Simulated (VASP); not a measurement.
# CoO (Fm-3m) in VASP: a series of runs

The runs below take CoO through single point, with HSE06, PBE, PBEsol.

All numbers are computed with VASP 6.6.1; they aren't measurements. Logs are shortened: lines on timing, memory, paths and dates and some standing lists are left out, and cuts for length are marked.

## (1) The cell of the first run

Symmetry: Fm-3m, No. 225, cubic system. Conventional cell: a = 4.234 Å, b = 4.234 Å, c = 4.234 Å, α = 90.00°, β = 90.00°, γ = 90.00°. Within 2.8 Å of Co (site symmetry m-3m) lie 6 O at 2.12 Å. Within 2.8 Å of O (site symmetry m-3m) lie 6 Co at 2.12 Å.

## (2) Single point, HSE06, collinear spin, ferromagnetic start

POSCAR reads:

```
CoO
1.0
    0.0000000000      2.1171941998      2.1171941998
    2.1171941998      0.0000000000      2.1171941998
    2.1171941998      2.1171941998      0.0000000000
Co O
1 1
Direct
    0.0000000000      0.0000000000      0.0000000000
    0.5000000000      0.5000000000      0.5000000000
```

INCAR.step1 reads:

```
SYSTEM = CoO
PREC = Accurate
ENCUT = 520
EDIFF = 1E-5
ISMEAR = -1
SIGMA = 0.05
LREAL = .False.
LASPH = .True.
NELM = 150
ALGO = Normal
ISIF = 2
LWAVE = .True.
LCHARG = .False.
ISPIN = 2
MAGMOM = 2 0
LORBIT = 11
LMAXMIX = 4
NBANDS = 18
GGA = PE
```

INCAR.step2 reads:

```
SYSTEM = CoO
PREC = Accurate
ENCUT = 520
EDIFF = 1E-6
ISMEAR = -1
SIGMA = 0.05
LREAL = .False.
LASPH = .True.
NELM = 150
ALGO = Normal
ISIF = 2
LWAVE = .False.
LCHARG = .False.
ISPIN = 2
MAGMOM = 2 0
LORBIT = 11
LMAXMIX = 4
GGA = PE
LHFCALC = .True.
HFSCREEN = 0.2079
PRECFOCK = Normal
NBANDS = 18
ISTART = 1
```

KPOINTS reads:

```
Automatic mesh
0
Gamma
  6 6 6
  0 0 0
```

Potentials or basis: VASP PAW PBE potentials, release 64 (Co, O).

Command:

```sh
$ cat potpaw_PBE.64/Co/POTCAR potpaw_PBE.64/O/POTCAR > POTCAR
$ cp INCAR.step1 INCAR
$ mpirun -np 1 vasp_std > vasp.out
$ cp INCAR.step2 INCAR
$ mpirun -np 1 vasp_std > vasp.out
```

OUTCAR:

```text
SYSTEM = CoO
   PREC = Accurate
   ENCUT = 520
   EDIFF = 1E-6
   ISMEAR = -1
   LREAL = .False.
   LASPH = .True.
   NELM = 150
   ISIF = 2
   ISPIN = 2
   LORBIT = 11
   GGA = PE
   LHFCALC = .True.
   HFSCREEN = 0.2079
   PRECFOCK = Normal
   ISTART = 1

 ion  position               nearest neighbor table
   1  0.000  0.000  0.000-   2 2.12   2 2.12   2 2.12   2 2.12   2 2.12   2 2.12
   2  0.500  0.500  0.500-   1 2.12   1 2.12   1 2.12   1 2.12   1 2.12   1 2.12

  LATTYP: Found a face centered cubic cell.
 ALAT       =     4.2343883996

  Lattice vectors:

 A1 = (   0.0000000000,   2.1171941998,   2.1171941998)
 A2 = (   2.1171941998,   0.0000000000,   2.1171941998)
 A3 = (   2.1171941998,   2.1171941998,   0.0000000000)

Analysis of symmetry for initial positions (statically):
=====================================================================
 Subroutine PRICEL returns:
 Original cell was already a primitive cell.

 Routine SETGRP: Setting up the symmetry group for a
 face centered cubic supercell.

 Subroutine GETGRP returns: Found 48 space group operations
 (whereof 48 operations were pure point group operations)
 out of a pool of 48 trial point group operations.

The static configuration has the point symmetry O_h .

Analysis of symmetry for dynamics (positions and initial velocities):
=====================================================================
 Subroutine PRICEL returns:
 Original cell was already a primitive cell.

 Routine SETGRP: Setting up the symmetry group for a
 face centered cubic supercell.

 Subroutine GETGRP returns: Found 48 space group operations
 (whereof 48 operations were pure point group operations)
 out of a pool of 48 trial point group operations.

The dynamic configuration has the point symmetry O_h .

Analysis of structural, dynamic, and magnetic symmetry:
=====================================================================
 Subroutine PRICEL returns:
 Original cell was already a primitive cell.

 Routine SETGRP: Setting up the symmetry group for a
 face centered cubic supercell.

 Subroutine GETGRP returns: Found 48 space group operations
 (whereof 48 operations were pure point group operations)
 out of a pool of 48 trial point group operations.

The overall configuration has the point symmetry O_h .

 Subroutine INISYM returns: Found 48 space group operations
 (whereof 48 operations are pure point group operations),
 and found     1 'primitive' translations

----------------------------------------------------------------------------------------

                                     Primitive cell

  volume of cell :      18.9807
[... 115 lines left out ...]
   ENCUTFOCK=  -1.0 apply spherical cutoff to Coloumb kernel
   IVDW    =     0    specifies the selected vdW correction
   LEPSILON=     F    determine dielectric tensor
   LRPA    =     F    only Hartree local field effects (RPA)
 spin polarized calculation
  energy-cutoff  :      520.00
  volume of cell :       18.98
 maximum number of plane-waves:       531
 NGX is ok and might be reduce to    24
  NGX = 18; NGY = 18; NGZ = 18

 number of electron      15.0000003 magnetization       3.0001282

 Free energy of the ion-electron system (eV)
  ---------------------------------------------------
  ext. energy  EPLUGINS =         0.00000000
  ---------------------------------------------------
  free energy    TOTEN  =       -18.07541912 eV

  energy without entropy =      -18.06209122  energy(sigma->0) =      -18.06875517

 E-fermi :   7.5863     XC(G=0): -10.2088

 val. band max:        7.5761124301   @ k =  -0.3333   0.5000   0.1667
 cond. band min:       7.6183159978   @ k =   0.5000   0.3333   0.1667
 fundamental gap:      0.0422035678
 Fermi energy:         7.5862919427

 spin component 1

 k-point     1 :       0.0000    0.0000    0.0000
  band No.  band energies     occupation
      1     -14.8110      1.00000
      2       1.8186      1.00000
      3       1.8187      1.00000
      4       2.2630      1.00000
      5       2.2630      1.00000
      6       2.2631      1.00000
[... 312 lines left out ...]
      4       0.6827      1.00000
      5       2.5977      1.00000
      6       3.2049      1.00000
[... 10 lines left out ...]
     17      40.3183      0.00000
     18      40.9216      0.00000
 Fermi energy:         7.5862919427

 spin component 2

 k-point     1 :       0.0000    0.0000    0.0000
  band No.  band energies     occupation
      1     -14.1888      1.00000
      2       4.7693      1.00000
      3       4.7693      1.00000
      4       4.7693      1.00000
      5       5.9423      1.00000
      6       5.9424      1.00000
[... 313 lines left out ...]
      5       6.2790      1.00000
      6       7.5761      0.55072
[... 10 lines left out ...]
     17      40.9266      0.00000
     18      41.3340      0.00000

------------------------ aborting loop because EDIFF is reached ----------------------------------------

  FORCE on cell =-STRESS in cart. coord.  units (eV):
  Direction    XX          YY          ZZ          XY          YZ          ZX
  --------------------------------------------------------------------------------------
  -------------------------------------------------------------------------------------
  Total       -0.5287087     -0.5287087     -0.5287087      0.0000000      0.0000000      0.0000000
  in kB      -44.6287768    -44.6287768    -44.6287768      0.0000000      0.0000000      0.0000000
  external PRESSURE =     -44.6287768 kB  Pullay stress =       0.0000000 kB

 VOLUME and BASIS-vectors are now :
 -----------------------------------------------------------------------------
  energy-cutoff  :      520.00
  volume of cell :       18.98
      direct lattice vectors                 reciprocal lattice vectors
     0.000000000  2.117194200  2.117194200    -0.236161614  0.236161614  0.236161614
     2.117194200  0.000000000  2.117194200     0.236161614 -0.236161614  0.236161614
     2.117194200  2.117194200  0.000000000     0.236161614  0.236161614 -0.236161614

 POSITION                                       TOTAL-FORCE (eV/Angst)
 -----------------------------------------------------------------------------------
      0.00000      0.00000      0.00000        -0.000000     -0.000000     -0.000000
      2.11719      2.11719      2.11719         0.000000      0.000000      0.000000
 -----------------------------------------------------------------------------------
    total drift:                               -0.000000     -0.000000     -0.000000

  FREE ENERGIE OF THE ION-ELECTRON SYSTEM (eV)
  ---------------------------------------------------
  free  energy   TOTEN  =       -18.0754191233 eV

  energy  without entropy=      -18.0620912221  energy(sigma->0) =      -18.06875517

 total charge

# of ion       s       p       d       tot
------------------------------------------
    1        0.291   0.378   7.099   7.768
    2        1.553   3.495   0.000   5.048
--------------------------------------------------
tot          1.844   3.873   7.099  12.816

 magnetization (x)

# of ion       s       p       d       tot
------------------------------------------
    1        0.012   0.010   2.694   2.716
    2        0.028   0.241   0.000   0.269
--------------------------------------------------
tot          0.040   0.251   2.694   2.985
```

OUTCAR.step1:

```text
SYSTEM = CoO
   PREC = Accurate
   ENCUT = 520
   EDIFF = 1E-5
   ISMEAR = -1
   LREAL = .False.
   LASPH = .True.
   NELM = 150
   ISIF = 2
   ISPIN = 2
   LORBIT = 11
   GGA = PE
[... 908 lines left out ...]

 total charge

# of ion       s       p       d       tot
------------------------------------------
    1        0.297   0.366   7.169   7.833
    2        1.557   3.425   0.000   4.982
--------------------------------------------------
tot          1.855   3.791   7.169  12.815

 magnetization (x)

# of ion       s       p       d       tot
------------------------------------------
    1        0.021   0.019   2.397   2.436
    2        0.028   0.218   0.000   0.246
--------------------------------------------------
tot          0.049   0.236   2.397   2.682
```

It took 89 min on 1 thread of Intel Xeon Platinum 8259CL at 2.50GHz (Skylake/Cascade Lake), shared host; peak memory 0.27 GiB.

Results:

| Item | Value |
| --- | --- |
| Free energy | -18.0754 eV |
| Pressure | -4.5 GPa |
| Band gap on the k mesh | zero (filled and empty bands overlap) |
| Net moment | 3.00 μB per cell |
| Site moments | Co +2.72; O +0.27 μB |
| Valence electrons inside the program's atomic spheres | Co 7.77; O 5.05 |

Levels at points of the mesh, in eV from the Fermi level:
Spin up:
| k point | band 7 | band 8 | band 9 | band 10 | band 11 | band 12 |
| --- | --- | --- | --- | --- | --- | --- |
| (0.00, 0.00, 0.00) | -3.68 | -3.68 | -3.68 | 2.24 | 18.26 | 19.59 |
| (0.50, 0.00, 0.00) | -3.75 | -1.10 | -1.10 | 6.26 | 11.30 | 15.01 |
| (0.50, 0.50, 0.00) | -4.84 | -4.37 | -4.37 | 7.35 | 11.65 | 12.68 |
Spin down:
| k point | band 4 | band 5 | band 6 | band 7 | band 8 | band 9 |
| --- | --- | --- | --- | --- | --- | --- |
| (0.00, 0.00, 0.00) | -2.82 | -1.64 | -1.64 | -1.64 | 2.52 | 2.52 |
| (0.50, 0.00, 0.00) | -4.96 | -0.33 | -0.33 | 0.42 | 5.43 | 5.43 |
| (0.50, 0.50, 0.00) | -4.28 | -2.88 | 0.33 | 0.33 | 3.16 | 3.73 |

Caveat: the k points lie up to 0.43 Å⁻¹ apart, too coarse for converged energies and pressures of a metal; the PAW data sets were made with another functional, which shifts forces and pressure a little; a cell with one magnetic atom can't hold antiferromagnetic order, which such compounds often take.

## (3) Single point, PBE, collinear spin, ferromagnetic start

This run uses another cell than the first one, of 9.68 Å³/atom.

INCAR reads:

```
SYSTEM = CoO
ALGO = Normal
EDIFF = 1E-6
ENCUT = 520
GGA = PE
ISIF = 2
ISMEAR = 1
ISPIN = 2
LASPH = .TRUE.
LCHARG = .FALSE.
LMAXMIX = 4
LORBIT = 11
LREAL = .FALSE.
LWAVE = .FALSE.
MAGMOM = 2 0
NBANDS = 18
NELM = 150
PREC = Accurate
SIGMA = 0.05
```

KPOINTS reads:

```
k-points
0
G
  8 8 8
  0 0 0
```

POSCAR reads:

```
CoO
1.0
    0.0000000000      2.1315000000      2.1315000000
    2.1315000000      0.0000000000      2.1315000000
    2.1315000000      2.1315000000      0.0000000000
Co O
1 1
Direct
    0.0000000000      0.0000000000      0.0000000000
    0.5000000000      0.5000000000      0.5000000000
```

Potentials or basis: VASP PAW PBE potentials, release 64 (Co, O).

Command:

```sh
$ cat potpaw_PBE.64/Co/POTCAR potpaw_PBE.64/O/POTCAR > POTCAR
$ mpirun -np 1 vasp_std > vasp.out
```

It took 30 s on 1 thread of Intel Xeon 8259CL, shared host; peak memory 0.15 GiB.

It converged, with:

| Property | Result |
| --- | --- |
| Free energy | -13.0459 eV |
| Pressure | -3.2 GPa |
| Net moment | 2.84 μB per cell |
| Site moments | Co +2.52; O +0.28 μB |
| Valence electrons inside the program's atomic spheres | Co 7.79; O 4.98 |

Levels at points of the mesh, in eV from the Fermi level:
Spin up:
```tsv
k point	band 7	band 8	band 9	band 10	band 11	band 12
(0.00, 0.00, 0.00)	-3.02	-3.02	-3.02	1.00	16.86	18.14
(0.50, 0.00, 0.00)	-1.76	0.12	0.12	5.08	9.33	13.44
(0.50, 0.50, 0.00)	-2.38	-2.02	-2.02	5.87	9.82	11.69
```
Spin down:
| k point | band 2 | band 3 | band 4 | band 5 | band 6 | band 7 | band 8 | band 9 | band 10 | band 11 |
| --- | --- | --- | --- | --- | --- | --- | --- | --- | --- | --- |
| (0.00, 0.00, 0.00) | -2.58 | -2.58 | -2.58 | -1.09 | -1.09 | -1.09 | 0.07 | 0.07 | 1.52 | 16.77 |
| (0.50, 0.00, 0.00) | -7.56 | -4.62 | -4.62 | -0.13 | -0.13 | 0.17 | 2.68 | 2.68 | 5.35 | 10.08 |
| (0.50, 0.50, 0.00) | -6.37 | -3.82 | -3.82 | -2.20 | 0.12 | 0.12 | 0.54 | 0.98 | 6.71 | 10.25 |

Caveat: the cell stands under tension; a cell with one magnetic atom can't hold antiferromagnetic order, which such compounds often take; semilocal functionals often make such compounds metallic where correlation or magnetic order opens a gap, which also shifts bond lengths. With open d or f shells a metallic result of PBE can be an artefact of self-interaction; +U or a hybrid may open a gap.

(Part 1 of 2 ends here.)
